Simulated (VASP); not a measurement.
# Co14NiW5 in VASP: notebook, part 2 of 2

VASP 6.6.1. The steps go on from the part before.

### 4 Single point, PBE

Contents of INCAR:

```
ALGO     = Normal         # electronic algorithm
EDIFF    = 1E-6           # SCF threshold, eV
ENCUT    = 520            # plane-wave cutoff, eV
GGA      = PE             # functional
ISIF     = 2              # what is computed and relaxed
ISMEAR   = -1             # smearing method
ISYM     = 0            
LASPH    = True           # aspherical terms in the spheres
LCHARG   = True           # write CHGCAR
LELF     = True           # ELF
LREAL    = Auto         
LVHAR    = True         
LWAVE    = False          # write WAVECAR
NBANDS   = 119            # bands
NELM     = 60             # most SCF steps
PREC     = Accurate       # precision mode
SIGMA    = 0.05           # smearing width, eV
```

Contents of KPOINTS:

```
Automatic mesh
0
Gamma
  1 1 1
  0.25 0.25 0.25
```

Contents of POSCAR:

```
Co14NiW5
1.0
    6.4067140000     -0.0639040000     -0.2633820000
   -0.0639040000      6.1558140000      0.0545630000
   -0.2633820000      0.0545630000      6.6380590000
Co W Ni
14 5 1
Direct
    0.7628053339      0.9024602844      0.5058310349
    0.4547704864      0.2520602743      0.6611529357
    0.2218666736      0.4993059575      0.8011393176
    0.2767443471      0.3597290472      0.2631264024
    0.4821921279      0.6185945480      0.5127472282
    0.5593616005      0.0514381787      0.1733516011
    0.3021146178      0.7199571123      0.1281135845
    0.7821677864      0.1721665776      0.8193505046
    0.9398627456      0.5543130171      0.0597686686
    0.5837594636      0.4099318035      0.9992051330
    0.3254074843      0.9648285383      0.4206296652
    0.6637159577      0.6826782670      0.2210228716
    0.8120424032      0.5632873322      0.7267509532
    0.2511282393      0.1666940881      0.9588786916
    0.0679452962      0.6157382797      0.4517466688
    0.0664045893      0.8779031128      0.8024530583
    0.5418416973      0.8285665229      0.8273271260
    0.9696802713      0.9689097986      0.1880385070
    0.6921540028      0.3230991482      0.3935478197
    0.0430639578      0.2121739517      0.5290137409
```

Potentials or basis: VASP PAW PBE potentials, release 64 (Co, W_sv, Ni).

The run is started by

```bash
$ cat potpaw_PBE.64/Co/POTCAR potpaw_PBE.64/W_sv/POTCAR potpaw_PBE.64/Ni/POTCAR > POTCAR
$ mpirun -np 1 vasp_std > vasp.out
```

OUTCAR:

```text
EDIFF = 1E-6
   ENCUT = 520
   GGA = PE
   ISIF = 2
   ISMEAR = -1
   ISYM = 0
   LASPH = True
   LREAL = Auto
   NELM = 60
   PREC = Accurate

 ion  position               nearest neighbor table
   1  0.763  0.902  0.506-  12 2.38   5 2.48  13 2.54  20 2.59  18 2.60   6 2.63  16 2.66   8 2.68
                            17 2.68  15 2.71  19 2.72  11 2.85
   2  0.455  0.252  0.661-   8 2.33   3 2.40   5 2.46  19 2.46  11 2.49  14 2.50  10 2.53  20 2.72
                            17 2.86   4 2.87  13 2.97
   3  0.222  0.499  0.801-  14 2.29   2 2.40  15 2.55  16 2.55   7 2.59   9 2.62  10 2.64  13 2.67
                            20 2.72   5 2.72  17 2.85
   4  0.277  0.360  0.263-  14 2.36   7 2.39  15 2.50  20 2.55   5 2.58  11 2.64   9 2.74  19 2.75
                            10 2.75   6 2.76   2 2.87  18 3.10
   5  0.482  0.619  0.513-  12 2.36  11 2.42   2 2.46  19 2.46  17 2.48  13 2.48   1 2.48   4 2.58
                            15 2.65   3 2.72   7 2.78
   6  0.559  0.051  0.173-  19 2.34  11 2.36  12 2.39  14 2.45  10 2.48   7 2.60   1 2.63  18 2.68
                            17 2.69   4 2.76   8 2.93
   7  0.302  0.720  0.128-  12 2.37   4 2.39  11 2.47   9 2.53   3 2.59   6 2.60  17 2.69  18 2.71
                            16 2.71  15 2.78   5 2.78  10 2.84  14 2.97
   8  0.782  0.172  0.819-   2 2.33  10 2.36  13 2.48  17 2.59  16 2.61  20 2.66   1 2.68  18 2.91
                             6 2.93  19 2.98   9 2.98  14 3.08
   9  0.940  0.554  0.060-  13 2.30  12 2.30  10 2.44   7 2.53   3 2.62  15 2.70  18 2.70   4 2.74
                            16 2.75   8 2.98  19 3.14
  10  0.584  0.410  0.999-  12 2.28   8 2.36   9 2.44   6 2.48   2 2.53  13 2.57  14 2.58   3 2.64
                            19 2.70   4 2.75  17 2.81   7 2.84
  11  0.325  0.965  0.421-   6 2.36   5 2.42   7 2.47   2 2.49  20 2.55   4 2.64  18 2.65  15 2.70
                             1 2.85  17 3.05  16 3.17  19 3.20
  12  0.664  0.683  0.221-  10 2.28   9 2.30   5 2.36   7 2.37   1 2.38   6 2.39  19 2.48  18 2.63
                            17 2.81  15 2.94
  13  0.812  0.563  0.727-   9 2.30   5 2.48   8 2.48  16 2.54  17 2.54   1 2.54  15 2.56  10 2.57
                             3 2.67  19 2.73   2 2.97  20 3.02
  14  0.251  0.167  0.959-   3 2.29  16 2.33   4 2.36   6 2.45   2 2.50  10 2.58  18 2.71   7 2.97
                            17 3.01  20 3.06   8 3.08
  15  0.068  0.616  0.452-   4 2.50  20 2.53   3 2.55  13 2.56   5 2.65   9 2.70  11 2.70   1 2.71
                             7 2.78  18 2.82  16 2.86  12 2.94  19 2.98
  16  0.066  0.878  0.802-  14 2.33  13 2.54   3 2.55   8 2.61   1 2.66   7 2.71  20 2.72  18 2.75
                             9 2.75  15 2.86  17 3.06  11 3.17  17 3.39
  17  0.542  0.829  0.827-   5 2.48  13 2.54   8 2.59   1 2.68   7 2.69   6 2.69  12 2.81  10 2.81
                             3 2.85   2 2.86  14 3.01  11 3.05  16 3.06  16 3.39
  18  0.970  0.969  0.188-   1 2.60  12 2.63  11 2.65   6 2.68   9 2.70   7 2.71  14 2.71  20 2.74
                            16 2.75  15 2.82   8 2.91   4 3.10  19 3.23
  19  0.692  0.323  0.394-   6 2.34   2 2.46  20 2.46   5 2.46  12 2.48  10 2.70   1 2.72  13 2.73
                             4 2.75   8 2.98  15 2.98   9 3.14  11 3.20  18 3.23
  20  0.043  0.212  0.529-  19 2.46  15 2.53  11 2.55   4 2.55   1 2.59   8 2.66  16 2.72   3 2.72
                             2 2.72  18 2.74  13 3.02  14 3.06

IMPORTANT INFORMATION: All symmetrisations will be switched off!
NOSYMM: (Re-)initialisation of all symmetry stuff for point group C_1.

----------------------------------------------------------------------------------------

                                     Primitive cell

  volume of cell :     261.3240

  direct lattice vectors                    reciprocal lattice vectors
     6.406714000 -0.063904000 -0.263382000     0.156356410  0.001568274  0.006190950
    -0.063904000  6.155814000  0.054563000     0.001568274  0.162475619 -0.001273279
    -0.263382000  0.054563000  6.638059000     0.006190950 -0.001273279  0.150902554

  length of vectors
     6.412444002  6.156387483  6.643506189     0.156486787  0.162488177  0.151034864

  position of ions in fractional coordinates (direct lattice)
     0.762805334  0.902460284  0.505831035
[... 84 lines left out ...]
   ISPIN  =      1    spin polarized calculation?
   LNONCOLLINEAR =      F non collinear calculations
   LSORBIT =      F    spin-orbit coupling
   LASPH  =      T    aspherical Exc in radial PAW
   ENCUT  =  520.0 eV  38.22 Ry    6.18 a.u.  11.92 11.45 12.35*2*pi/ulx,y,z
   NELM   =     60;   NELMIN=  2; NELMDL= -5     # of ELM steps
   EDIFF  = 0.1E-05   stopping-criterion for ELM
   LREAL  =      T    real-space projection
   EDIFFG = 0.1E-04   stopping-criterion for IOM
   NSW    =      0    number of steps for IOM
   IBRION =     -1    ionic relax: 0-MD 1-quasi-New 2-CG
   NFREE  =      0    steps in history (QN), initial steepest desc. (CG)
   ISIF   =      2    stress and relaxation
   ISYM   =      0    0-nonsym 1-usesym 2-fastsym
   POTIM  = 0.5000    time-step for ionic-motion
   TEBEG  =    0.0;   TEEND  =   0.0 temperature during run
   PSTRESS=    0.0 pullay stress
   NELECT =     206.0000    total number of electrons
   NUPDOWN=      -1.0000    fix difference up-down
   EMIN   =  10.00;   EMAX   =-10.00  energy-range for DOS
   EFERMI =   0.00;   METHOD = LEGACY
   ISMEAR =    -1;   SIGMA  =   0.05  broadening in eV -4-tet -1-fermi 0-gaus
   EFERMI_NEDOS =   21; number of points for ismear=-14 and -15
   IALGO  =     38    algorithm
   IMIX   =      4    mixing-type and parameters
     AMIX     =   0.40;   BMIX     =  1.00
     AMIX_MAG =   1.60;   BMIX_MAG =  1.00
  volume/ion in A,a.u.               =      13.07        88.18
  Fermi-wavevector in a.u.,A,eV,Ry     =   1.512298  2.857830 31.117155  2.287046
  Thomas-Fermi vector in A             =   2.622241
   LORBIT       =      0    0 simple, 1 ext, 2 COOP (PROOUT), +10 PAW based schemes
   GGA     = PE    functional components
   LHFCALC =     F    Hartree Fock is set to
   AEXX    =    0.0000 exact exchange contribution
   IVDW    =     0    specifies the selected vdW correction
   LEPSILON=     F    determine dielectric tensor
   LRPA    =     F    only Hartree local field effects (RPA)
 non-spin polarized calculation
  energy-cutoff  :      520.00
  volume of cell :      261.32
 maximum number of plane-waves:      7033
 NGX is ok and might be reduce to    48
   NGX = 23   NGY = 23   NGZ = 25

 number of electron     205.9999960 magnetization

 Free energy of the ion-electron system (eV)
  ---------------------------------------------------
  ext. energy  EPLUGINS =         0.00000000
  ---------------------------------------------------
  free energy    TOTEN  =      -162.83292881 eV

  energy without entropy =     -162.52139066  energy(sigma->0) =     -162.67715973

 E-fermi :   9.3809     XC(G=0): -12.9983

 val. band max:        9.3417312921   @ k =   0.2500   0.2500   0.2500
 cond. band min:       9.3896786783   @ k =   0.2500   0.2500   0.2500
 fundamental gap:      0.0479473862
 Fermi energy:         9.3809092810

 k-point     1 :       0.2500    0.2500    0.2500
  band No.  band energies     occupation
      1     -65.0726      2.00000
      2     -64.9816      2.00000
      3     -64.8090      2.00000
      4     -64.7241      2.00000
      5     -64.7059      2.00000
      6     -29.2512      2.00000
[... 107 lines left out ...]
    114      10.1766      0.00000
    115      10.2794      0.00000
 [bands above 115 left out]

------------------------ aborting loop because EDIFF is reached ----------------------------------------

  FORCE on cell =-STRESS in cart. coord.  units (eV):
  Direction    XX          YY          ZZ          XY          YZ          ZX
  --------------------------------------------------------------------------------------
  -------------------------------------------------------------------------------------
  Total      -30.0457381    -20.2742887    -24.2761784     -1.0691019      6.3857249     -0.3689380
  in kB     -184.2104219   -124.3016651   -148.8372508     -6.5546639     39.1508798     -2.2619590
  external PRESSURE =    -152.4497793 kB  Pullay stress =       0.0000000 kB

 VOLUME and BASIS-vectors are now :
 -----------------------------------------------------------------------------
  energy-cutoff  :      520.00
  volume of cell :      261.32
      direct lattice vectors                 reciprocal lattice vectors
     6.406714000 -0.063904000 -0.263382000     0.156356410  0.001568274  0.006190950
    -0.063904000  6.155814000  0.054563000     0.001568274  0.162475619 -0.001273279
    -0.263382000  0.054563000  6.638059000     0.006190950 -0.001273279  0.150902554

 POSITION                                       TOTAL-FORCE (eV/Angst)
 -----------------------------------------------------------------------------------
      4.69618      5.53423      3.20607        -0.072610      0.075000      0.526647
      2.72334      1.55865      4.28275        -0.703551     -0.251056     -0.376396
      1.17852      3.10317      5.28682         0.148574      0.772002     -0.223529
      1.68073      2.21110      1.69339         0.125144     -0.631083      0.462929
      2.91469      3.80512      3.31040        -0.836713      0.188297      0.349571
      3.53473      0.29036      1.00620        -0.033367     -0.441273     -0.687995
[... 12 lines left out ...]
      4.31013      1.96618      2.44772        -0.032010      0.031551      0.121019
      0.12301      1.33222      3.51186         0.624253     -0.530009      0.277133
 -----------------------------------------------------------------------------------
    total drift:                                0.001392     -0.000269     -0.000942

  FREE ENERGIE OF THE ION-ELECTRON SYSTEM (eV)
  ---------------------------------------------------
  free  energy   TOTEN  =      -162.8329288078 eV

  energy  without entropy=     -162.5213906561  energy(sigma->0) =     -162.67715973
```

Wall time 2.9 min (1 thread of Intel Xeon Platinum 8488C (Sapphire Rapids), shared host); peak memory 0.35 GiB.

What came out:

```
Free energy   : -162.8329 eV
Pressure      : -15.2 GPa
Largest force : 1.764 eV/Å
```

Forces in eV/Å, atoms in the order of the input:
```
Co  -0.073  0.075  0.527
Co  -0.704 -0.251 -0.376
Co   0.149  0.772 -0.224
Co   0.125 -0.631  0.463
Co  -0.837  0.188  0.350
Co  -0.033 -0.441 -0.688
Co  -0.138  0.381 -0.257
Co   1.490 -0.901  0.284
Co   1.422 -0.277  0.229
Co  -0.985 -0.346 -0.189
Co  -0.334  0.021  0.584
Co   0.703  1.281 -0.266
Co  -0.824 -0.129 -0.843
Co   0.337 -0.141  0.075
W    0.041  0.863 -0.350
W   -0.612 -0.558 -0.140
W   -0.016  0.115  0.644
W   -0.304  0.478 -0.219
W   -0.032  0.032  0.121
Ni   0.624 -0.530  0.277
```

Levels at points of the mesh, in eV from the Fermi level:
```
           k point  band 100  band 101  band 102  band 103  band 104  band 105  band 106  band 107
(0.25, 0.25, 0.25)     -0.21     -0.10     -0.06     -0.04      0.01      0.09      0.13      0.25
```

Caveat: the k points lie up to 1.02 Å⁻¹ apart, too coarse for converged energies, forces and pressures; the atoms stand as in a frame of molecular dynamics; spin-orbit coupling is left out, which moves the levels of the heavy elements; the run has no spin polarisation, though such a crystal can be magnetic.

### 5 Single point, PBE

Contents of INCAR:

```
  PREC = Accurate
  ENCUT = 520
  EDIFF = 1E-6
  ISMEAR = -1
  SIGMA = 0.05
  LREAL = Auto
  LASPH = T
  NELM = 80
  ALGO = Normal
  ISIF = 2
  LWAVE = F
  LCHARG = F
  GGA = PE
  NBANDS = 119
  ISYM = 0
```

KPOINTS is that of step 4.

Contents of POSCAR:

```
Co14NiW5
1.0
    6.4067140000     -0.0639040000     -0.2633820000
   -0.0639040000      6.1558140000      0.0545630000
   -0.2633820000      0.0545630000      6.6380590000
Co W Ni
14 5 1
Direct
    0.7329476563      0.9238384374      0.5160035220
    0.4439796640      0.2443516990      0.6572304781
    0.2434671993      0.4970146633      0.7919048726
    0.2948544983      0.3162764274      0.3083320556
    0.4704928230      0.6028768094      0.5134774447
    0.5571722691      0.0394517698      0.1494378914
    0.3162845957      0.7051599977      0.1338831162
    0.7972137379      0.1513694854      0.8412431368
    0.9685851788      0.5068992059      0.0898821418
    0.5691550128      0.4220294816      1.0016364710
    0.3229481621      0.9468489507      0.4248053254
    0.6917895382      0.6999082065      0.2193497859
    0.8023219122      0.5342340176      0.7305561368
    0.2546257647      0.1637607167      0.9674521674
    0.0715598164      0.6359719701      0.4562579255
    0.0426818761      0.8440565223      0.8024959377
    0.5432181658      0.8125707495      0.8534064836
    0.9748129817      0.9695723422      0.1761715913
    0.7075063882      0.3249798765      0.4064991846
    0.0362650116      0.1870923991      0.5582257146
```

The run is started by

```bash
$ cat potpaw_PBE.64/Co/POTCAR potpaw_PBE.64/W_sv/POTCAR potpaw_PBE.64/Ni/POTCAR > POTCAR
$ mpirun -np 1 vasp_std > vasp.out
```

Run time: 3.2 min. Hardware: 1 thread of Intel Xeon Platinum 8488C (Sapphire Rapids), shared host; peak memory 0.35 GiB.

It converged, with:

| Property | Result |
| --- | --- |
| Free energy | -163.4005 eV |
| Pressure | -16.4 GPa |
| Largest force | 1.293 eV/Å |

Forces in eV/Å, atoms in the order of the input:
```
Co  -0.013 -0.469 -0.011
Co   0.630 -1.073  0.005
Co  -0.818  0.704  0.713
Co  -0.150  0.186 -0.494
Co   0.405  0.578  0.030
Co   0.177  0.766  0.952
Co  -0.210 -0.255 -0.038
Co   0.147 -0.103  0.344
Co   0.544 -0.510 -0.334
Co  -0.052 -0.488  0.430
Co  -0.098  0.529  0.699
Co   0.133 -0.458  0.343
Co  -0.289 -0.159 -0.273
Co  -0.533 -0.229 -0.299
W   -0.479 -0.609 -0.991
W    0.360  0.146  0.718
W    0.118  0.392 -1.023
W   -0.447  1.022  0.295
W   -0.670  0.107 -1.028
Ni   1.246 -0.078 -0.036
```

Stress tensor (GPa, compression positive):
```
-19.19  -0.60  -0.50
 -0.60 -13.25   2.29
 -0.50   2.29 -16.70
```

Levels at points of the mesh, in eV from the Fermi level:
```csv
k point,band 101,band 102,band 103,band 104,band 105,band 106
"(0.25, 0.25, 0.25)",-0.13,-0.09,-0.07,0.06,0.07,0.20
```

Caveat: the k points lie up to 1.02 Å⁻¹ apart, too coarse for converged energies, forces and pressures; the atoms stand as in a frame of molecular dynamics; spin-orbit coupling is left out, which moves the levels of the heavy elements; the run has no spin polarisation, though such a crystal can be magnetic. Spin polarisation is off, so any magnetic state and its effect on volume and gap are missing.

### 6 Single point, PBE

Contents of INCAR:

```
SYSTEM = Co14NiW5
  PREC = Accurate
  ENCUT = 520
  EDIFF = 1E-7
  ISMEAR = -1
  SIGMA = 0.05
  LREAL = Auto
  LASPH = .True.
  NELM = 60
  ALGO = Normal
  ISIF = 2
  LWAVE = .False.
  LCHARG = .False.
  GGA = PE
  ISYM = 0
  NBANDS = 119
```

KPOINTS is that of step 5.

Contents of POSCAR:

```
Co14NiW5
1.0
    6.4067140000     -0.0639040000     -0.2633820000
   -0.0639040000      6.1558140000      0.0545630000
   -0.2633820000      0.0545630000      6.6380590000
Co W Ni
14 5 1
Direct
    0.7585324149      0.9163614676      0.5219380174
    0.4588086446      0.2230758084      0.6693826091
    0.2447234945      0.5156100832      0.7910862995
    0.3055196481      0.3319577330      0.2946844501
    0.4621243076      0.6094940278      0.5193945100
    0.5397691542      0.0489781786      0.1481562732
    0.3144141790      0.7028949674      0.1553368202
    0.8063008507      0.1390328574      0.8597481705
    0.9906414504      0.4764400343      0.0656803636
    0.5543476161      0.4102345356      1.0247701259
    0.3093354764      0.9486056750      0.4561823908
    0.7154700881      0.6984094930      0.2064304679
    0.8114265159      0.5263878718      0.7172180659
    0.2241540456      0.1729357750      0.9459134434
    0.0654552678      0.6241676137      0.4403921812
    0.0343401307      0.8370556597      0.8216286273
    0.5486632481      0.8327303059      0.8387350519
    0.9701711235      1.0002694738      0.2016565245
    0.7037405268      0.3184536291      0.4026084737
    0.0508599852      0.2069359353      0.5674546670
```

Potentials or basis: VASP PAW PBE potentials, release 64 (Co, W_sv, Ni).

The run is started by

```bash
$ cat potpaw_PBE.64/Co/POTCAR potpaw_PBE.64/W_sv/POTCAR potpaw_PBE.64/Ni/POTCAR > POTCAR
$ mpirun -np 1 vasp_std > vasp.out
```

Wall time 2.9 min (1 thread of Intel Xeon Platinum 8488C (Sapphire Rapids), shared host); peak memory 0.35 GiB.

The run converged. Its results:

* Free energy: -163.9188 eV
* Pressure: -17.7 GPa
* Largest force: 1.388 eV/Å

Forces in eV/Å, atoms in the order of the input:
```
Co  -0.641 -0.361 -0.127
Co   0.370  0.250 -0.143
Co  -0.282 -0.036  0.359
Co  -0.338 -0.858  0.206
Co   1.350  0.205 -0.253
Co   0.499 -0.723  0.739
Co   0.141 -0.001 -0.555
Co   0.112  0.930 -0.189
Co  -0.346 -0.300  0.445
Co   0.400  0.122 -0.465
Co  -0.014  0.319 -0.146
Co  -0.436  0.127  0.287
Co  -0.588 -0.062  0.190
Co  -0.148 -0.115  0.394
W   -0.212 -0.399 -0.440
W    0.623  0.157  0.193
W   -0.758 -0.557 -0.198
W    0.489  1.233  0.114
W   -0.627  0.269 -0.782
Ni   0.405 -0.199  0.372
```

Stress tensor (GPa, compression positive):
```
-21.38   0.78   0.32
  0.78 -13.10   2.66
  0.32   2.66 -18.67
```

Levels at points of the mesh, in eV from the Fermi level:
```csv
k point,band 100,band 101,band 102,band 103,band 104,band 105,band 106,band 107
"(0.25, 0.25, 0.25)",-0.18,-0.14,-0.10,-0.03,0.01,0.14,0.19,0.26
```

Caveat: the k points lie up to 1.02 Å⁻¹ apart, too coarse for converged energies, forces and pressures; the atoms stand as in a frame of molecular dynamics; spin-orbit coupling is left out, which moves the levels of the heavy elements; the run has no spin polarisation, though such a crystal can be magnetic.

### 7 Summary

```csv
cell,smearing,pressure (GPa),largest force (eV/Å)
"as given, atomic positions A",fermi-dirac 0.112 eV,-11.2,2.56
"as given, atomic positions B",fermi-dirac 0.112 eV,-10.3,3.08
"as given, atomic positions C",fermi-dirac 0.05 eV,-15.2,1.76
"as given, atomic positions D",fermi-dirac 0.05 eV,-16.4,1.29
"as given, atomic positions E",fermi-dirac 0.05 eV,-17.7,1.39
```

Alike in all rows: task single point; level PBE; potentials or basis VASP PAW PBE potentials, release 64 (Co, W_sv, Ni); no spin polarisation; k mesh 1 × 1 × 1, shifted; cutoff (eV) 520.

Caveats: all runs use coarse meshes; the atoms stand as in a frame of molecular dynamics; spin-orbit coupling is left out, which moves the levels of the heavy elements; the run has no spin polarisation, though such a crystal can be magnetic.

Total energies depend on the potentials used, so only differences within one code and one set of settings carry meaning.
